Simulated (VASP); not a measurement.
Set up this calculation in VASP 6.6.1, as the native input.

| Property | Result |
| --- | --- |
| Task | single point |
| Functional | r2SCAN |
| Potentials or basis | VASP PAW PBE potentials, release 64 (Ni, O) |
| Cutoff | 520 eV |
| k mesh | 10 × 10 × 10 |
| Occupations | gaussian, width 0.05 eV |
| Spin | collinear spin, antiferromagnetic start |
| Starting moments | [1.73, -1.73, 0.0, 0.0] μB |
| Dipole correction | no |
| Further INCAR settings | ALGO = Normal; EDIFF = 1e-06; NBANDS = 28 |

Crystal: NiO.

```xyz
4
Lattice="0.0000 1.6606 4.6616 -1.4381 -0.8303 4.6616 1.4381 -0.8303 4.6616" Properties=species:S:1:pos:R:3 pbc="T T T"
Ni    1.4381    0.8303    2.3308
Ni    1.4381    0.8303    9.3232
O     0.0000    0.0000    3.4962
O     0.0000    0.0000   10.4886
```

The input as run:

POSCAR

```
NiO
1.0
    0.0000000000      1.6606214598      4.6616119200
   -1.4381403702     -0.8303107299      4.6616119200
    1.4381403702     -0.8303107299      4.6616119200
Ni O
2 2
Direct
    0.5000000000     -0.5000000000      0.5000000000
    1.0000000000      0.0000000000      1.0000000000
    0.2500000001      0.2500000001      0.2500000001
    0.7499999999      0.7499999999      0.7499999999
```

INCAR.step1

```
PREC = Accurate ; ENCUT = 520
ISMEAR = 0 ; SIGMA = 0.05
LREAL = F ; LASPH = T
NELM = 150 ; ISPIN = 2
MAGMOM = 1.73 -1.73 0 0 ; LMAXMIX = 4
NBANDS = 28 ; GGA = PE
ALGO = Normal ; EDIFF = 1E-4
LWAVE = T ; LCHARG = F
```

INCAR.step2

```
PREC = Accurate ; ENCUT = 520
EDIFF = 1E-6 ; ISMEAR = 0
SIGMA = 0.05 ; LREAL = F
LASPH = T ; NELM = 150
ALGO = Normal ; ISIF = 2
LWAVE = F ; LCHARG = T
ISPIN = 2 ; MAGMOM = 1.73 -1.73 0 0
LORBIT = 11 ; LMAXMIX = 4
METAGGA = R2SCAN ; LMIXTAU = T
LELF = T ; LVHAR = T
NBANDS = 28 ; ISTART = 1
```

KPOINTS

```
Automatic mesh
0
Gamma
  10 10 10
```

Potentials or basis: VASP PAW PBE potentials, release 64 (Ni, O).

Command:

```sh
$ cat potpaw_PBE.64/Ni/POTCAR potpaw_PBE.64/O/POTCAR > POTCAR
$ cp INCAR.step1 INCAR
$ mpirun -np 1 vasp_std > vasp.out
$ cp INCAR.step2 INCAR
$ mpirun -np 1 vasp_std > vasp.out
```

It gave:

| Property | Result |
| --- | --- |
| Pressure | 19.9 GPa |
| Band gap on the k mesh | 2.33 eV |
| Net moment | 0.00 μB per cell |
| Site moments | Ni +1.52, -1.52; O +0.00 μB |
| Valence electrons inside the program's atomic spheres | Ni 9.13; O 5.09 |

Caveat: the cell stands under pressure; the PAW data sets were made with another functional, which shifts forces and pressure a little.

It took 32 min on 1 thread of AMD EPYC 7R13 Processor (Zen 3), with other jobs on the host, peak memory 0.38 GiB.
